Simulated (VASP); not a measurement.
# KBr (Pm-3m) in VASP: single point with PBE0+D3(BJ)

Aim: the single point of KBr with PBE0+D3(BJ).

All numbers are computed with VASP 6.6.1; they aren't measurements. Logs are shortened: lines on timing, memory, paths and dates and some standing lists are left out, and cuts for length are marked.

### 1 The cell of the first run

The structure is cubic, space group Pm-3m (No. 221). The conventional cell has a = 4.356 Å, b = 4.356 Å, c = 4.356 Å, α = 90.00°, β = 90.00°, γ = 90.00°. Within 5.0 Å of Br (site symmetry m-3m) lie 8 K at 3.77 Å and 6 Br at 4.36 Å. K (site symmetry m-3m) has 8 Br at 3.77 Å and 6 K at 4.36 Å within 5.0 Å.

### 2 Single point, PBE0+D3(BJ) (volume scaled by 1.25)

File POSCAR:

```
KBr
1.0
    4.3557272600      0.0000000000      0.0000000000
    0.0000000000      4.3557272600      0.0000000000
    0.0000000000      0.0000000000      4.3557272600
Br K
1 1
Direct
    0.5000000000      0.5000000000      0.5000000000
    0.0000000000      0.0000000000      0.0000000000
```

File INCAR.step1:

```
SYSTEM = KBr
ALGO = Normal ; EDIFF = 1E-5
ENCUT = 520 ; GGA = PE
ISIF = 2 ; ISMEAR = 0
LASPH = .TRUE. ; LCHARG = .FALSE.
LREAL = .FALSE. ; LWAVE = .TRUE.
NBANDS = 15 ; NELM = 60
PREC = Accurate ; SIGMA = 0.01
```

File INCAR.step2:

```
SYSTEM = KBr
AEXX = 0.25 ; ALGO = Normal
EDIFF = 1E-7 ; ENCUT = 520
GGA = PE ; ISIF = 2
ISMEAR = 0 ; ISTART = 1
IVDW = 12 ; LASPH = .TRUE.
LCHARG = .FALSE. ; LHFCALC = .TRUE.
LREAL = .FALSE. ; LWAVE = .FALSE.
NBANDS = 15 ; NELM = 60
PREC = Accurate ; PRECFOCK = Normal
SIGMA = 0.01
```

File KPOINTS:

```
k-points
0
G
  4 4 4
  0 0 0
```

Potentials or basis: VASP PAW PBE potentials, release 64 (Br, K_sv).

The run is started by

```bash
cat potpaw_PBE.64/Br/POTCAR potpaw_PBE.64/K_sv/POTCAR > POTCAR
cp INCAR.step1 INCAR
mpirun -np 1 vasp_std > vasp.out
cp INCAR.step2 INCAR
mpirun -np 1 vasp_std > vasp.out
```

OUTCAR:

```text
SYSTEM = KBr
   AEXX = 0.25
   EDIFF = 1E-7
   ENCUT = 520
   GGA = PE
   ISIF = 2
   ISMEAR = 0
   ISTART = 1
   IVDW = 12
   LASPH = .TRUE.
   LHFCALC = .TRUE.
   LREAL = .FALSE.
   NELM = 60
   PREC = Accurate
   PRECFOCK = Normal
 IVDW          = 12

 ion  position               nearest neighbor table
   1  0.500  0.500  0.500-
   2  0.000  0.000  0.000-

  LATTYP: Found a simple cubic cell.
 ALAT       =     4.3557272600

  Lattice vectors:

 A1 = (   4.3557272600,   0.0000000000,   0.0000000000)
 A2 = (   0.0000000000,   4.3557272600,   0.0000000000)
 A3 = (   0.0000000000,   0.0000000000,   4.3557272600)

Analysis of symmetry for initial positions (statically):
=====================================================================
 Subroutine PRICEL returns:
 Original cell was already a primitive cell.

 Routine SETGRP: Setting up the symmetry group for a
 simple cubic supercell.

 Subroutine GETGRP returns: Found 48 space group operations
 (whereof 48 operations were pure point group operations)
 out of a pool of 48 trial point group operations.

The static configuration has the point symmetry O_h .

Analysis of symmetry for dynamics (positions and initial velocities):
=====================================================================
 Subroutine PRICEL returns:
 Original cell was already a primitive cell.

 Routine SETGRP: Setting up the symmetry group for a
 simple cubic supercell.

 Subroutine GETGRP returns: Found 48 space group operations
 (whereof 48 operations were pure point group operations)
 out of a pool of 48 trial point group operations.

The dynamic configuration has the point symmetry O_h .

 Subroutine INISYM returns: Found 48 space group operations
 (whereof 48 operations are pure point group operations),
 and found     1 'primitive' translations

----------------------------------------------------------------------------------------

                                     Primitive cell

  volume of cell :      82.6384

  direct lattice vectors                    reciprocal lattice vectors
     4.355727260  0.000000000  0.000000000     0.229582786  0.000000000  0.000000000
     0.000000000  4.355727260  0.000000000     0.000000000  0.229582786  0.000000000
     0.000000000  0.000000000  4.355727260     0.000000000  0.000000000  0.229582786

  length of vectors
     4.355727260  4.355727260  4.355727260     0.229582786  0.229582786  0.229582786

  position of ions in fractional coordinates (direct lattice)
     0.500000000  0.500000000  0.500000000
     0.000000000  0.000000000  0.000000000

  ion indices of the primitive-cell ions
   primitive index   ion index
                 1           1
                 2           2

----------------------------------------------------------------------------------------

 KPOINTS: k-points

Automatic generation of k-mesh.
 Grid dimensions read from file:
 generate k-points for:    4    4    4

 Generating k-lattice:

  Cartesian coordinates                     Fractional coordinates (reciprocal lattice)
     0.057395697  0.000000000  0.000000000     0.250000000  0.000000000  0.000000000
     0.000000000  0.057395697  0.000000000     0.000000000  0.250000000  0.000000000
     0.000000000  0.000000000  0.057395697     0.000000000  0.000000000  0.250000000

  Length of vectors
     0.057395697  0.057395697  0.057395697

  Shift w.r.t. Gamma in fractional coordinates (k-lattice)
     0.000000000  0.000000000  0.000000000

 Subroutine IBZKPT returns following result:
 ===========================================

 Found     10 irreducible k-points:

 Following reciprocal coordinates:
            Coordinates               Weight
  0.000000  0.000000  0.000000      1.000000
  0.250000  0.000000  0.000000      6.000000
  0.500000  0.000000  0.000000      3.000000
  0.250000  0.250000  0.000000     12.000000
  0.500000  0.250000  0.000000     12.000000
  0.500000  0.500000  0.000000      3.000000
  0.250000  0.250000  0.250000      8.000000
  0.500000  0.250000  0.250000     12.000000
  0.500000  0.500000  0.250000      6.000000
  0.500000  0.500000  0.500000      1.000000
   k-points           NKPTS =     10   k-points in BZ     NKDIM =     64   number of bands    NBANDS=     15
   number of dos      NEDOS =    301   number of ions     NIONS =      2
   total plane-waves  NPLWV =  32768
   dimension x,y,z NGX =    32 NGY =   32 NGZ =   32
   dimension x,y,z NGXF=    64 NGYF=   64 NGZF=   64
   ions per type =               1   1
   NGX,Y,Z   is equivalent  to a cutoff of  12.21, 12.21, 12.21 a.u.
   NGXF,Y,Z  is equivalent  to a cutoff of  24.43, 24.43, 24.43 a.u.
 SYSTEM =  KBr
   PREC   = accura    normal or accurate (medium, high low for compatibility)
   ISTART =      1    job   : 0-new  1-cont  2-samecut
   ICHARG =      0    charge: 1-file 2-atom 10-const
   ISPIN  =      1    spin polarized calculation?
   LNONCOLLINEAR =      F non collinear calculations
   LSORBIT =      F    spin-orbit coupling
   LASPH  =      T    aspherical Exc in radial PAW
   ENCUT  =  520.0 eV  38.22 Ry    6.18 a.u.   8.10  8.10  8.10*2*pi/ulx,y,z
   NELM   =     60;   NELMIN=  2; NELMDL=  0     # of ELM steps
   EDIFF  = 0.1E-06   stopping-criterion for ELM
   LREAL  =      F    real-space projection
   EDIFFG = 0.1E-05   stopping-criterion for IOM
   NSW    =      0    number of steps for IOM
   IBRION =     -1    ionic relax: 0-MD 1-quasi-New 2-CG
   NFREE  =      0    steps in history (QN), initial steepest desc. (CG)
   ISIF   =      2    stress and relaxation
   ISYM   =      3    0-nonsym 1-usesym 2-fastsym
   POTIM  = 0.5000    time-step for ionic-motion
   TEBEG  =    0.0;   TEEND  =   0.0 temperature during run
   PSTRESS=    0.0 pullay stress
   NELECT =      16.0000    total number of electrons
   NUPDOWN=      -1.0000    fix difference up-down
   EMIN   =  10.00;   EMAX   =-10.00  energy-range for DOS
   EFERMI =   0.00;   METHOD = LEGACY
   ISMEAR =     0;   SIGMA  =   0.01  broadening in eV -4-tet -1-fermi 0-gaus
   EFERMI_NEDOS =   21; number of points for ismear=-14 and -15
   IALGO  =     38    algorithm
   IMIX   =      1    mixing-type and parameters
     AMIX     =   0.40;   BMIX     =  1.00
     AMIX_MAG =   1.60;   BMIX_MAG =  1.00
  volume/ion in A,a.u.               =      41.32       278.84
  Fermi-wavevector in a.u.,A,eV,Ry     =   0.947082  1.789725 12.203935  0.896964
  Thomas-Fermi vector in A             =   2.075141
   LORBIT       =      0    0 simple, 1 ext, 2 COOP (PROOUT), +10 PAW based schemes
   GGA     = PE    functional components
   LHFCALC =     T    Hartree Fock is set to
   PRECFOCK=normal    Normal, Fast or Accurate (Low or Medium for compatibility)
   ENCUT4O =  -1.0   cutoff for four orbital integrals eV
   NKREDX  =     1    reduce k-point grid by
   NKREDY  =     1    reduce k-point grid by
   NKREDZ  =     1    reduce k-point grid by
   AEXX    =    0.2500 exact exchange contribution
   HFSCREEN=    0.0000 screening length (either q_TF or 0.3 A-1)
   HFSCREENC=   0.0000 screening length for correlation (either q_TF or 0.3 A-1)
   ENCUTFOCK=  -1.0 apply spherical cutoff to Coloumb kernel
   IVDW    =    12    specifies the selected vdW correction
   LEPSILON=     F    determine dielectric tensor
   LRPA    =     F    only Hartree local field effects (RPA)
 non-spin polarized calculation
 Gauss-broadening in eV      SIGMA  =   0.01
  energy-cutoff  :      520.00
  volume of cell :       82.64
 maximum number of plane-waves:      2272
  NGX = 28; NGY = 28; NGZ = 28

 number of electron      16.0000003 magnetization

 Free energy of the ion-electron system (eV)
  ---------------------------------------------------
  ext. energy  EPLUGINS =         0.00000000
  ---------------------------------------------------
  free energy    TOTEN  =        -7.38599680 eV

  energy without entropy =       -7.38599680  energy(sigma->0) =       -7.38599680

 E-fermi :  -2.8361     XC(G=0):  -5.4617

 val. band max:       -2.8942612832   @ k =   0.5000   0.5000   0.0000
 cond. band min:       2.2356008333   @ k =   0.0000   0.0000   0.0000
 fundamental gap:      5.1298621165
 Fermi energy:        -2.8360843569

 k-point     1 :       0.0000    0.0000    0.0000
  band No.  band energies     occupation
      1     -34.2592      2.00000
      2     -16.3799      2.00000
      3     -16.3285      2.00000
      4     -16.3285      2.00000
      5     -16.3285      2.00000
      6      -3.0996      2.00000
      7      -3.0996      2.00000
      8      -3.0996      2.00000
      9       2.2356      0.00000
     10       5.0692      0.00000
     11       5.0692      0.00000
     12       8.6200      0.00000
     13       8.6200      0.00000
     14       8.6200      0.00000
     15      10.9377      0.00000

 k-point     2 :       0.2500    0.0000    0.0000
  band No.  band energies     occupation
      1     -34.2574      2.00000
      2     -16.5566      2.00000
      3     -16.3244      2.00000
      4     -16.3244      2.00000
      5     -16.1405      2.00000
      6      -3.7997      2.00000
      7      -3.0730      2.00000
      8      -3.0730      2.00000
      9       3.2604      0.00000
     10       5.4887      0.00000
     11       5.7365      0.00000
     12       8.4368      0.00000
     13       8.4368      0.00000
     14       8.8351      0.00000
     15       9.3323      0.00000
[... 113 lines left out ...]
      3     -16.3869      2.00000
      4     -16.3473      2.00000
      5     -16.2013      2.00000
      6      -3.9428      2.00000
      7      -3.9428      2.00000
      8      -3.4485      2.00000
      9       4.7911      0.00000
     10       6.3868      0.00000
     11       6.3868      0.00000
     12       6.6320      0.00000
     13       8.0097      0.00000
     14       8.0097      0.00000
     15       9.5493      0.00000

 k-point    10 :       0.5000    0.5000    0.5000
  band No.  band energies     occupation
      1     -34.2488      2.00000
      2     -16.3803      2.00000
      3     -16.3803      2.00000
      4     -16.3803      2.00000
      5     -16.1661      2.00000
      6      -3.9137      2.00000
      7      -3.9137      2.00000
      8      -3.9137      2.00000
      9       5.8952      0.00000
     10       5.8952      0.00000
     11       5.8952      0.00000
     12       7.9071      0.00000
     13       7.9071      0.00000
     14       7.9071      0.00000
     15       9.1906      0.00000

------------------------ aborting loop because EDIFF is reached ----------------------------------------

 Edisp (eV)   -0.41167

 E8    (eV) :    -0.2341

  FORCE on cell =-STRESS in cart. coord.  units (eV):
  Direction    XX          YY          ZZ          XY          YZ          ZX
  --------------------------------------------------------------------------------------
  -------------------------------------------------------------------------------------
  Total      -1.58772    -1.58772    -1.58772    -0.00000    -0.00000     0.00000
  in kB     -30.78235   -30.78235   -30.78235    -0.00000    -0.00000     0.00000
  external pressure =      -30.78 kB  Pullay stress =        0.00 kB

 VOLUME and BASIS-vectors are now :
 -----------------------------------------------------------------------------
  energy-cutoff  :      520.00
  volume of cell :       82.64
      direct lattice vectors                 reciprocal lattice vectors
     4.355727260  0.000000000  0.000000000     0.229582786  0.000000000  0.000000000
     0.000000000  4.355727260  0.000000000     0.000000000  0.229582786  0.000000000
     0.000000000  0.000000000  4.355727260     0.000000000  0.000000000  0.229582786

 POSITION                                       TOTAL-FORCE (eV/Angst)
 -----------------------------------------------------------------------------------
      2.17786      2.17786      2.17786         0.000000      0.000000      0.000000
      0.00000      0.00000      0.00000         0.000000      0.000000      0.000000
 -----------------------------------------------------------------------------------
    total drift:                                0.000000      0.000000      0.000000

  FREE ENERGIE OF THE ION-ELECTRON SYSTEM (eV)
  ---------------------------------------------------
  free  energy   TOTEN  =        -7.7976674496 eV

  energy  without entropy=       -7.7976674496  energy(sigma->0) =       -7.79766745
```

Wall time 14 min (1 thread of Oxide Virtual Turin-like, shared host); peak memory 0.17 GiB.

Results:

- Free energy: -7.7977 eV
- Pressure: -3.1 GPa
- Band gap on the k mesh: 5.13 eV, indirect (least direct gap 5.34 eV)
- Dispersion energy per atom: -0.206 eV

Caveat: three body term missing; the PAW data sets were made with another functional, which shifts forces and pressure a little. A k mesh can miss the band edges.
